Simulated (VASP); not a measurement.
# BiTe (Fm-3m) in VASP: settings compared, part 2 of 2

VASP 6.6.1.

## 3. Single point, PBE+D3(BJ) (volume scaled by 0.96)

The input, INCAR:

```
SYSTEM = BiTe
PREC = Accurate
ENCUT = 520
EDIFF = 1E-6
ISMEAR = 0
SIGMA = 0.05
LREAL = .False.
LASPH = .True.
NELM = 100
ALGO = Normal
ISIF = 2
LWAVE = .False.
LCHARG = .False.
GGA = PE
IVDW = 12
NBANDS = 18
```

The input, KPOINTS:

```
Automatic mesh
0
Gamma
  6 6 6
  0 0 0
```

The input, POSCAR:

```
BiTe
1.0
    0.0000000000      3.1639435119      3.1639435119
    3.1639435119      0.0000000000      3.1639435119
    3.1639435119      3.1639435119      0.0000000000
Bi Te
1 1
Direct
    0.5000000000      0.5000000000      0.5000000000
    0.0000000000      0.0000000000      0.0000000000
```

Potentials or basis: VASP PAW PBE potentials, release 64 (Bi_d, Te).

Command:

```
cat potpaw_PBE.64/Bi_d/POTCAR potpaw_PBE.64/Te/POTCAR > POTCAR
mpirun -np 1 vasp_std > vasp.out
```

OUTCAR:

```text
SYSTEM = BiTe
   PREC = Accurate
   ENCUT = 520
   EDIFF = 1E-6
   ISMEAR = 0
   LREAL = .False.
   LASPH = .True.
   NELM = 100
   ISIF = 2
   GGA = PE
   IVDW = 12
 IVDW          = 12

 ion  position               nearest neighbor table
   1  0.500  0.500  0.500-   2 3.16   2 3.16   2 3.16   2 3.16   2 3.16   2 3.16
   2  0.000  0.000  0.000-   1 3.16   1 3.16   1 3.16   1 3.16   1 3.16   1 3.16

  LATTYP: Found a face centered cubic cell.
 ALAT       =     6.3278870238

  Lattice vectors:

 A1 = (   0.0000000000,   3.1639435119,   3.1639435119)
 A2 = (   3.1639435119,   0.0000000000,   3.1639435119)
 A3 = (   3.1639435119,   3.1639435119,   0.0000000000)

Analysis of symmetry for initial positions (statically):
=====================================================================
 Subroutine PRICEL returns:
 Original cell was already a primitive cell.

 Routine SETGRP: Setting up the symmetry group for a
 face centered cubic supercell.

 Subroutine GETGRP returns: Found 48 space group operations
 (whereof 48 operations were pure point group operations)
 out of a pool of 48 trial point group operations.

The static configuration has the point symmetry O_h .

Analysis of symmetry for dynamics (positions and initial velocities):
=====================================================================
 Subroutine PRICEL returns:
 Original cell was already a primitive cell.

 Routine SETGRP: Setting up the symmetry group for a
 face centered cubic supercell.

 Subroutine GETGRP returns: Found 48 space group operations
 (whereof 48 operations were pure point group operations)
 out of a pool of 48 trial point group operations.

The dynamic configuration has the point symmetry O_h .

 Subroutine INISYM returns: Found 48 space group operations
 (whereof 48 operations are pure point group operations),
 and found     1 'primitive' translations

----------------------------------------------------------------------------------------

                                     Primitive cell

  volume of cell :      63.3456

  direct lattice vectors                    reciprocal lattice vectors
     0.000000000  3.163943512  3.163943512    -0.158030634  0.158030634  0.158030634
     3.163943512  0.000000000  3.163943512     0.158030634 -0.158030634  0.158030634
     3.163943512  3.163943512  0.000000000     0.158030634  0.158030634 -0.158030634

  length of vectors
     4.474491825  4.474491825  4.474491825     0.273717088  0.273717088  0.273717088

  position of ions in fractional coordinates (direct lattice)
     0.500000000  0.500000000  0.500000000
     0.000000000  0.000000000  0.000000000

  ion indices of the primitive-cell ions
   primitive index   ion index
                 1           1
                 2           2

----------------------------------------------------------------------------------------

 KPOINTS: Automatic mesh

Automatic generation of k-mesh.
 Grid dimensions read from file:
 generate k-points for:    6    6    6

 Generating k-lattice:

  Cartesian coordinates                     Fractional coordinates (reciprocal lattice)
    -0.026338439  0.026338439  0.026338439     0.166666667  0.000000000  0.000000000
     0.026338439 -0.026338439  0.026338439     0.000000000  0.166666667  0.000000000
     0.026338439  0.026338439 -0.026338439     0.000000000  0.000000000  0.166666667

  Length of vectors
     0.045619515  0.045619515  0.045619515

  Shift w.r.t. Gamma in fractional coordinates (k-lattice)
     0.000000000  0.000000000  0.000000000

 Subroutine IBZKPT returns following result:
 ===========================================

 Found     16 irreducible k-points:

 Following reciprocal coordinates:
            Coordinates               Weight
  0.000000  0.000000  0.000000      1.000000
  0.166667  0.000000  0.000000      8.000000
  0.333333  0.000000  0.000000      8.000000
  0.500000  0.000000  0.000000      4.000000
  0.166667  0.166667  0.000000      6.000000
  0.333333  0.166667  0.000000     24.000000
[... 8 lines left out ...]
 -0.333333  0.333333  0.166667     24.000000
 -0.333333  0.500000  0.166667     12.000000
   k-points           NKPTS =     16   k-points in BZ     NKDIM =     16   number of bands    NBANDS=     18
   number of dos      NEDOS =    301   number of ions     NIONS =      2
   total plane-waves  NPLWV =  46656
   dimension x,y,z NGX =    36 NGY =   36 NGZ =   36
   dimension x,y,z NGXF=    72 NGYF=   72 NGZF=   72
   ions per type =               1   1
   NGX,Y,Z   is equivalent  to a cutoff of  13.38, 13.38, 13.38 a.u.
   NGXF,Y,Z  is equivalent  to a cutoff of  26.75, 26.75, 26.75 a.u.
 SYSTEM =  BiTe
   PREC   = accura    normal or accurate (medium, high low for compatibility)
   ISTART =      0    job   : 0-new  1-cont  2-samecut
   ICHARG =      2    charge: 1-file 2-atom 10-const
   ISPIN  =      1    spin polarized calculation?
   LNONCOLLINEAR =      F non collinear calculations
   LSORBIT =      F    spin-orbit coupling
   LASPH  =      T    aspherical Exc in radial PAW
   ENCUT  =  520.0 eV  38.22 Ry    6.18 a.u.   8.32  8.32  8.32*2*pi/ulx,y,z
   NELM   =    100;   NELMIN=  2; NELMDL= -5     # of ELM steps
   EDIFF  = 0.1E-05   stopping-criterion for ELM
   LREAL  =      F    real-space projection
   EDIFFG = 0.1E-04   stopping-criterion for IOM
   NSW    =      0    number of steps for IOM
   IBRION =     -1    ionic relax: 0-MD 1-quasi-New 2-CG
   NFREE  =      0    steps in history (QN), initial steepest desc. (CG)
   ISIF   =      2    stress and relaxation
   ISYM   =      2    0-nonsym 1-usesym 2-fastsym
   POTIM  = 0.5000    time-step for ionic-motion
   TEBEG  =    0.0;   TEEND  =   0.0 temperature during run
   PSTRESS=    0.0 pullay stress
   NELECT =      21.0000    total number of electrons
   NUPDOWN=      -1.0000    fix difference up-down
   EMIN   =  10.00;   EMAX   =-10.00  energy-range for DOS
   EFERMI =   0.00;   METHOD = LEGACY
   ISMEAR =     0;   SIGMA  =   0.05  broadening in eV -4-tet -1-fermi 0-gaus
   EFERMI_NEDOS =   21; number of points for ismear=-14 and -15
   IALGO  =     38    algorithm
   IMIX   =      4    mixing-type and parameters
     AMIX     =   0.40;   BMIX     =  1.00
     AMIX_MAG =   1.60;   BMIX_MAG =  1.00
  volume/ion in A,a.u.               =      31.67       213.74
  Fermi-wavevector in a.u.,A,eV,Ry     =   1.133033  2.141122 17.466665  1.283764
  Thomas-Fermi vector in A             =   2.269735
   LORBIT       =      0    0 simple, 1 ext, 2 COOP (PROOUT), +10 PAW based schemes
   GGA     = PE    functional components
   LHFCALC =     F    Hartree Fock is set to
   AEXX    =    0.0000 exact exchange contribution
   IVDW    =    12    specifies the selected vdW correction
   LEPSILON=     F    determine dielectric tensor
   LRPA    =     F    only Hartree local field effects (RPA)
 non-spin polarized calculation
 Gauss-broadening in eV      SIGMA  =   0.05
  energy-cutoff  :      520.00
  volume of cell :       63.35
 maximum number of plane-waves:      1724
 NGX is ok and might be reduce to    36
   NGX = 17   NGY = 17   NGZ = 17

 number of electron      21.0000001 magnetization

 Free energy of the ion-electron system (eV)
  ---------------------------------------------------
  ext. energy  EPLUGINS =         0.00000000
  ---------------------------------------------------
  free energy    TOTEN  =        -7.08737918 eV

  energy without entropy =       -7.08258813  energy(sigma->0) =       -7.08498366

 E-fermi :   7.3706     XC(G=0):  -9.7326

 val. band max:        7.3699890541   @ k =   0.3333   0.0000   0.0000
 cond. band min:       7.4783999499   @ k =   0.3333   0.0000   0.0000
 fundamental gap:      0.1084108958
 Fermi energy:         7.3706359580

 k-point     1 :       0.0000    0.0000    0.0000
  band No.  band energies     occupation
      1     -15.6801      2.00000
      2     -15.6801      2.00000
      3     -15.6733      2.00000
      4     -15.6733      2.00000
      5     -15.6733      2.00000
      6      -6.5186      2.00000
[... 10 lines left out ...]
     17      13.8584      0.00000
     18      13.9327      0.00000
[... 295 lines left out ...]
 k-point    16 :      -0.3333    0.5000    0.1667
  band No.  band energies     occupation
      1     -15.6962      2.00000
      2     -15.6781      2.00000
      3     -15.6735      2.00000
      4     -15.6640      2.00000
      5     -15.6591      2.00000
      6      -4.2068      2.00000
[... 10 lines left out ...]
     17      17.9139      0.00000
     18      17.9966      0.00000

------------------------ aborting loop because EDIFF is reached ----------------------------------------

 Edisp (eV)   -0.96768

 E8    (eV) :    -0.4628

  FORCE on cell =-STRESS in cart. coord.  units (eV):
  Direction    XX          YY          ZZ          XY          YZ          ZX
  --------------------------------------------------------------------------------------
  -------------------------------------------------------------------------------------
  Total       0.85573     0.85573     0.85573     0.00000    -0.00000     0.00000
  in kB      21.64380    21.64380    21.64380     0.00000    -0.00000     0.00000
  external pressure =       21.64 kB  Pullay stress =        0.00 kB

 VOLUME and BASIS-vectors are now :
 -----------------------------------------------------------------------------
  energy-cutoff  :      520.00
  volume of cell :       63.35
      direct lattice vectors                 reciprocal lattice vectors
     0.000000000  3.163943512  3.163943512    -0.158030634  0.158030634  0.158030634
     3.163943512  0.000000000  3.163943512     0.158030634 -0.158030634  0.158030634
     3.163943512  3.163943512  0.000000000     0.158030634  0.158030634 -0.158030634

 POSITION                                       TOTAL-FORCE (eV/Angst)
 -----------------------------------------------------------------------------------
      3.16394      3.16394      3.16394         0.000000      0.000000      0.000000
      0.00000      0.00000      0.00000        -0.000000     -0.000000     -0.000000
 -----------------------------------------------------------------------------------
    total drift:                                0.000000      0.000000      0.000000

  FREE ENERGIE OF THE ION-ELECTRON SYSTEM (eV)
  ---------------------------------------------------
  free  energy   TOTEN  =        -8.0550585907 eV

  energy  without entropy=       -8.0502675413  energy(sigma->0) =       -8.05266307
```

OSZICAR:

```text
N       E                     dE             d eps       ncg     rms          rms(c)
DAV:   1     0.160729701188E+03    0.16073E+03   -0.10054E+04   576   0.116E+03
DAV:   2     0.498374685906E+01   -0.15575E+03   -0.15168E+03   614   0.311E+02
DAV:   3    -0.678829584204E+01   -0.11772E+02   -0.11705E+02   742   0.893E+01
DAV:   4    -0.709014426152E+01   -0.30185E+00   -0.30098E+00   698   0.155E+01
DAV:   5    -0.710112226355E+01   -0.10978E-01   -0.10977E-01   766   0.278E+00    0.729E+00
DAV:   6    -0.708361788534E+01    0.17504E-01   -0.61334E-02   804   0.159E+00    0.430E+00
DAV:   7    -0.708735307822E+01   -0.37352E-02   -0.18810E-02   648   0.729E-01    0.460E-01
DAV:   8    -0.708725801596E+01    0.95062E-04   -0.25043E-03   736   0.351E-01    0.128E-01
DAV:   9    -0.708737885719E+01   -0.12084E-03   -0.31655E-04   678   0.113E-01    0.449E-02
DAV:  10    -0.708737739553E+01    0.14617E-05   -0.93629E-06   834   0.236E-02    0.268E-02
DAV:  11    -0.708737884405E+01   -0.14485E-05   -0.96223E-06   608   0.155E-02    0.189E-02
DAV:  12    -0.708737918066E+01   -0.33661E-06   -0.39097E-07   442   0.394E-03
   1 F= -.80550586E+01 E0= -.80526631E+01  d E =-.479105E-02
```

stdout:

```text
POSCAR found type information on POSCAR BiTe
 POSCAR found :  2 types and       2 ions
 scaLAPACK will be used
 LDA part: xc-table for (Slater+PW92), standard interpolation
 POSCAR, INCAR and KPOINTS ok, starting setup
 FFT: planning ... GRIDC
 FFT: planning ... GRID_SOFT
 FFT: planning ... GRID
 WAVECAR not read
 entering main loop
```

Wall time 17 s (1 thread of Intel Xeon Platinum 8488C (Sapphire Rapids), shared host); peak memory 0.21 GiB.

Results:

```yaml
Free_energy: -8.0551 eV
Pressure: 2.2 GPa
Dispersion_energy_per_atom: -0.484 eV
```

Caveat: spin-orbit coupling is left out, which moves the levels of the heavy elements; pairwise dispersion overbinds metals, which lowers pressure and volume.
